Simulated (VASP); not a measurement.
# AlFe (Pm-3m) in VASP: relaxation of cell and atoms with BLYP+D4

Aim: the relaxation of cell and atoms of AlFe with BLYP+D4.

Program: VASP 6.6.1. These are calculated values, not measurements. Logs are shortened: lines on timing, memory, paths and dates and some standing lists are left out, and cuts for length are marked.

**1. The cell of the first run**

It takes space group Pm-3m (No. 221, cubic). The conventional cell has a = 2.910 Å, b = 2.910 Å, c = 2.910 Å, α = 90.00°, β = 90.00°, γ = 90.00°. Fe (site symmetry m-3m) has 8 Al at 2.52 Å and 6 Fe at 2.91 Å within 3.3 Å. Al (site symmetry m-3m) has 8 Fe at 2.52 Å and 6 Al at 2.91 Å within 3.3 Å.

**2. Relaxation of cell and atoms, BLYP+D4, collinear spin, ferromagnetic start**

Contents of INCAR:

```
PREC     = Accurate       # precision mode
ENCUT    = 600            # plane-wave cutoff, eV
EDIFF    = 1E-6           # SCF threshold, eV
ISMEAR   = -1             # smearing method
SIGMA    = 0.05           # smearing width, eV
LREAL    = F              # projectors in reciprocal space
LASPH    = T              # aspherical terms in the spheres
NELM     = 150            # most SCF steps
ALGO     = Normal         # electronic algorithm
ISIF     = 3              # what is computed and relaxed
LWAVE    = F              # write WAVECAR
LCHARG   = F              # write CHGCAR
ISPIN    = 2              # spin polarisation
MAGMOM   = 3 0            # initial moments
LORBIT   = 11             # projections on sites
LMAXMIX  = 4              # l up to which the mixer works
GGA      = B5             # functional
ALDAX    = 1.0          
AGGAX    = 1.0          
AGGAC    = 1.0          
ALDAC    = 0.0          
IVDW     = 13             # dispersion correction
VDW_S6   = 1.0          
VDW_S8   = 2.34076671   
VDW_A1   = 0.44488865   
VDW_A2   = 4.0933009    
IBRION   = 2              # ionic algorithm
NSW      = 60             # ionic steps
EDIFFG   = -0.01          # ionic threshold
```

Contents of KPOINTS:

```
regular mesh
0
Gamma
  9 9 9
```

Contents of POSCAR:

```
AlFe
1.0
    2.9100000000      0.0000000000      0.0000000000
    0.0000000000      2.9100000000      0.0000000000
    0.0000000000      0.0000000000      2.9100000000
Fe Al
1 1
Direct
    0.5000000000      0.5000000000      0.5000000000
    0.0000000000      0.0000000000      0.0000000000
```

Potentials or basis: VASP PAW PBE potentials, release 64 (Fe, Al).

On the command line:

```
> cat potpaw_PBE.64/Fe/POTCAR potpaw_PBE.64/Al/POTCAR > POTCAR
> mpirun -np 1 vasp_std > vasp.out
```

OUTCAR:

```text
PREC = Accurate
   ENCUT = 600
   EDIFF = 1E-6
   ISMEAR = -1
   LREAL = F
   LASPH = T
   NELM = 150
   ISIF = 3
   ISPIN = 2
   LORBIT = 11
   GGA = B5
   IVDW = 13
   IBRION = 2
   NSW = 60
   EDIFFG = -0.01

 ion  position               nearest neighbor table
   1  0.500  0.500  0.500-   2 2.52   2 2.52   2 2.52   2 2.52   2 2.52   2 2.52   2 2.52   2 2.52

   2  0.000  0.000  0.000-   1 2.52   1 2.52   1 2.52   1 2.52   1 2.52   1 2.52   1 2.52   1 2.52

  LATTYP: Found a simple cubic cell.
 ALAT       =     2.9100000000

  Lattice vectors:

 A1 = (   2.9100000000,   0.0000000000,   0.0000000000)
 A2 = (   0.0000000000,   2.9100000000,   0.0000000000)
 A3 = (   0.0000000000,   0.0000000000,   2.9100000000)

Analysis of symmetry for initial positions (statically):
=====================================================================
 Subroutine PRICEL returns:
 Original cell was already a primitive cell.

 Routine SETGRP: Setting up the symmetry group for a
 simple cubic supercell.

 Subroutine GETGRP returns: Found 48 space group operations
 (whereof 48 operations were pure point group operations)
 out of a pool of 48 trial point group operations.

The static configuration has the point symmetry O_h .

Analysis of symmetry for dynamics (positions and initial velocities):
=====================================================================
 Subroutine PRICEL returns:
 Original cell was already a primitive cell.

 Routine SETGRP: Setting up the symmetry group for a
 simple cubic supercell.

 Subroutine GETGRP returns: Found 48 space group operations
 (whereof 48 operations were pure point group operations)
 out of a pool of 48 trial point group operations.

The dynamic configuration has the point symmetry O_h .

Analysis of structural, dynamic, and magnetic symmetry:
=====================================================================
 Subroutine PRICEL returns:
 Original cell was already a primitive cell.

 Routine SETGRP: Setting up the symmetry group for a
 simple cubic supercell.

 Subroutine GETGRP returns: Found 48 space group operations
 (whereof 48 operations were pure point group operations)
 out of a pool of 48 trial point group operations.

The overall configuration has the point symmetry O_h .

 Subroutine INISYM returns: Found 48 space group operations
 (whereof 48 operations are pure point group operations),
 and found     1 'primitive' translations

----------------------------------------------------------------------------------------

                                     Primitive cell

  volume of cell :      24.6422

  direct lattice vectors                    reciprocal lattice vectors
     2.910000000  0.000000000  0.000000000     0.343642612  0.000000000  0.000000000
     0.000000000  2.910000000  0.000000000     0.000000000  0.343642612  0.000000000
     0.000000000  0.000000000  2.910000000     0.000000000  0.000000000  0.343642612

  length of vectors
     2.910000000  2.910000000  2.910000000     0.343642612  0.343642612  0.343642612

  position of ions in fractional coordinates (direct lattice)
     0.500000000  0.500000000  0.500000000
     0.000000000  0.000000000  0.000000000

  ion indices of the primitive-cell ions
   primitive index   ion index
                 1           1
                 2           2

----------------------------------------------------------------------------------------

 KPOINTS: regular mesh

Automatic generation of k-mesh.
 Grid dimensions read from file:
 generate k-points for:    9    9    9

 Generating k-lattice:

  Cartesian coordinates                     Fractional coordinates (reciprocal lattice)
     0.038182512  0.000000000  0.000000000     0.111111111  0.000000000  0.000000000
     0.000000000  0.038182512  0.000000000     0.000000000  0.111111111  0.000000000
     0.000000000  0.000000000  0.038182512     0.000000000  0.000000000  0.111111111

  Length of vectors
     0.038182512  0.038182512  0.038182512

  Shift w.r.t. Gamma in fractional coordinates (k-lattice)
     0.000000000  0.000000000  0.000000000

 Subroutine IBZKPT returns following result:
 ===========================================

 Found     35 irreducible k-points:

 Following reciprocal coordinates:
            Coordinates               Weight
  0.000000  0.000000  0.000000      1.000000
  0.111111  0.000000  0.000000      6.000000
  0.222222  0.000000  0.000000      6.000000
  0.333333  0.000000  0.000000      6.000000
  0.444444  0.000000  0.000000      6.000000
  0.111111  0.111111  0.000000     12.000000
[... 16 lines left out ...]
  0.333333  0.333333  0.111111     24.000000
  0.444444  0.333333  0.111111     48.000000
 [... further k-points ...]
   k-points           NKPTS =     35   k-points in BZ     NKDIM =     35   number of bands    NBANDS=     11
   number of dos      NEDOS =    301   number of ions     NIONS =      2
   total plane-waves  NPLWV =  13824
   dimension x,y,z NGX =    24 NGY =   24 NGZ =   24
   dimension x,y,z NGXF=    48 NGYF=   48 NGZF=   48
   ions per type =               1   1
   NGX,Y,Z   is equivalent  to a cutoff of  13.71, 13.71, 13.71 a.u.
   NGXF,Y,Z  is equivalent  to a cutoff of  27.42, 27.42, 27.42 a.u.
 SYSTEM =  unknown system
   PREC   = accura    normal or accurate (medium, high low for compatibility)
   ISTART =      0    job   : 0-new  1-cont  2-samecut
   ICHARG =      2    charge: 1-file 2-atom 10-const
   ISPIN  =      2    spin polarized calculation?
   LNONCOLLINEAR =      F non collinear calculations
   LSORBIT =      F    spin-orbit coupling
   LASPH  =      T    aspherical Exc in radial PAW
   ENCUT  =  600.0 eV  44.10 Ry    6.64 a.u.   5.81  5.81  5.81*2*pi/ulx,y,z
   NELM   =    150;   NELMIN=  2; NELMDL= -5     # of ELM steps
   EDIFF  = 0.1E-05   stopping-criterion for ELM
   LREAL  =      F    real-space projection
   EDIFFG = -.1E-01   stopping-criterion for IOM
   NSW    =     60    number of steps for IOM
   IBRION =      2    ionic relax: 0-MD 1-quasi-New 2-CG
   NFREE  =      1    steps in history (QN), initial steepest desc. (CG)
   ISIF   =      3    stress and relaxation
   ISYM   =      2    0-nonsym 1-usesym 2-fastsym
   POTIM  = 0.5000    time-step for ionic-motion
   TEBEG  =    0.0;   TEEND  =   0.0 temperature during run
   PSTRESS=    0.0 pullay stress
   NELECT =      11.0000    total number of electrons
   NUPDOWN=      -1.0000    fix difference up-down
   EMIN   =  10.00;   EMAX   =-10.00  energy-range for DOS
   EFERMI =   0.00;   METHOD = LEGACY
   ISMEAR =    -1;   SIGMA  =   0.05  broadening in eV -4-tet -1-fermi 0-gaus
   EFERMI_NEDOS =   21; number of points for ismear=-14 and -15
   IALGO  =     38    algorithm
   IMIX   =      4    mixing-type and parameters
     AMIX     =   0.40;   BMIX     =  1.00
     AMIX_MAG =   1.60;   BMIX_MAG =  1.00
  volume/ion in A,a.u.               =      12.32        83.15
  Fermi-wavevector in a.u.,A,eV,Ry     =   1.251160  2.364349 21.298567  1.565401
  Thomas-Fermi vector in A             =   2.385120
   LORBIT       =     11    0 simple, 1 ext, 2 COOP (PROOUT), +10 PAW based schemes
   GGA     = B5    functional components
   LHFCALC =     F    Hartree Fock is set to
   AEXX    =    0.0000 exact exchange contribution
   IVDW    =    13    specifies the selected vdW correction
   LEPSILON=     F    determine dielectric tensor
   LRPA    =     F    only Hartree local field effects (RPA)
 conjugate gradient relaxation of ions
 spin polarized calculation
  energy-cutoff  :      600.00
  volume of cell :       24.64
 maximum number of plane-waves:       843
 NGX is ok and might be reduce to    24
   NGX = 11   NGY = 11   NGZ = 11

--------------------------------------- Ionic step        1  -------------------------------------------

 number of electron      10.9999994 magnetization       0.5907187

 Free energy of the ion-electron system (eV)
  ---------------------------------------------------
  ext. energy  EPLUGINS =         0.00000000
  ---------------------------------------------------
  free energy    TOTEN  =       -10.54933012 eV

  energy without entropy =      -10.52994103  energy(sigma->0) =      -10.53963557

------------------------ aborting loop because EDIFF is reached ----------------------------------------

  DFT-D4 for vdW energy calculation

  Edisp (eV):   -1.48574

  FORCE on cell =-STRESS in cart. coord.  units (eV):
  Direction    XX          YY          ZZ          XY          YZ          ZX
  --------------------------------------------------------------------------------------
  -------------------------------------------------------------------------------------
  Total      -1.72616    -1.72616    -1.72616     0.00000    -0.00000     0.00000
  in kB    -112.23084  -112.23084  -112.23084     0.00000    -0.00000     0.00000
  external pressure =     -112.23 kB  Pullay stress =        0.00 kB
[... 61 lines left out ...]
  energy  without entropy=      -12.0382830401  energy(sigma->0) =      -12.04578051

--------------------------------------- Ionic step        3  -------------------------------------------

 number of electron      11.0000004 magnetization       0.5249548

 Free energy of the ion-electron system (eV)
  ---------------------------------------------------
  ext. energy  EPLUGINS =         0.00000000
  ---------------------------------------------------
  free energy    TOTEN  =       -10.50363094 eV

  energy without entropy =      -10.48652036  energy(sigma->0) =      -10.49507565

 E-fermi :   8.7906     XC(G=0): -11.7417

 val. band max:        8.7543139571   @ k =   0.4444   0.4444   0.1111
 cond. band min:       8.8095986548   @ k =   0.4444   0.3333   0.2222
 fundamental gap:      0.0552846976
 Fermi energy:         8.7906424833

 spin component 1

 k-point     1 :       0.0000    0.0000    0.0000
  band No.  band energies     occupation
      1      -1.6438      1.00000
      2       6.3656      1.00000
      3       6.3656      1.00000
      4       8.5466      0.99247
      5       8.5466      0.99247
      6       8.5466      0.99247
      7      15.4453      0.00000
      8      15.4453      0.00000
      9      15.4453      0.00000
     10      18.5551      0.00000
     11      18.5551      0.00000
[... 309 lines left out ...]
 k-point    24 :       0.4444    0.3333    0.1111
  band No.  band energies     occupation
      1       3.3680      1.00000
      2       5.1500      1.00000
      3       6.5927      1.00000
      4       7.3433      1.00000
      5       8.0438      1.00000
      6       8.1900      0.99999
      7       9.9553      0.00000
      8      13.4698      0.00000
      9      14.8166      0.00000
     10      19.1485      0.00000
     11      21.4121      0.00000

 [... further k-points ...]

 spin component 2

 k-point     1 :       0.0000    0.0000    0.0000
  band No.  band energies     occupation
      1      -1.6451      1.00000
      2       6.5917      1.00000
      3       6.5917      1.00000
      4       9.2012      0.00027
      5       9.2012      0.00027
      6       9.2012      0.00027
      7      15.4693      0.00000
      8      15.4693      0.00000
      9      15.4693      0.00000
     10      18.5873      0.00000
     11      18.5873      0.00000
[... 355 lines left out ...]
  FREE ENERGIE OF THE ION-ELECTRON SYSTEM (eV)
  ---------------------------------------------------
  free  energy   TOTEN  =       -12.0983860282 eV

  energy  without entropy=      -12.0812754547  energy(sigma->0) =      -12.08983074

 reached required accuracy - stopping structural energy minimisation

 total charge

# of ion       s       p       d       tot
------------------------------------------
    1        0.447   0.518   6.580   7.545
    2        0.401   0.448   0.000   0.849
--------------------------------------------------
tot          0.848   0.966   6.580   8.394

 magnetization (x)

# of ion       s       p       d       tot
------------------------------------------
    1       -0.001   0.001   0.560   0.560
    2       -0.006  -0.013   0.000  -0.018
--------------------------------------------------
tot         -0.007  -0.011   0.560   0.542
```

Wall time 56 s (1 thread of Intel Xeon Platinum 8259CL at 2.50GHz (Skylake/Cascade Lake), shared host); peak memory 0.16 GiB.

Results:

- Free energy: -12.0984 eV
- Relaxed volume: 11.48 Å³/atom
- Relaxed cell: a = 2.842 Å, b = 2.842 Å, c = 2.842 Å, α = 90.00°, β = 90.00°, γ = 90.00°
- Space group after relaxing (to 0.1 Å): Pm-3m (No. 221)
- Energy gained by relaxing: 31.7 meV/atom
- Ionic steps: 3
- Pressure after relaxing: -0.1 GPa
- Net moment: 0.52 μB per cell
- Site moments: Fe +0.56; Al -0.02 μB
- Valence electrons inside the program's atomic spheres: Fe 7.54; Al 0.85
- Dispersion energy per atom: -0.797 eV

Step by step:
| step | energy change (eV) | largest force (eV/Å) | pressure (GPa) | volume (Å³) |
| --- | --- | --- | --- | --- |
| 1 | 0.0000 | 0.0000 | -11.22 | 24.64 |
| 2 | -0.0182 | 0.0000 | 12.03 | 21.69 |
| 3 | -0.0633 | 0.0000 | -0.06 | 22.97 |

Final structure:
```
CELL_PARAMETERS angstrom
2.84247 0.00000 0.00000
0.00000 2.84247 0.00000
0.00000 0.00000 2.84247
ATOMIC_POSITIONS crystal
Fe 0.50000 0.50000 0.50000
Al 0.00000 0.00000 0.00000
```

Caveat: the PAW data sets were made with another functional, which shifts forces and pressure a little.
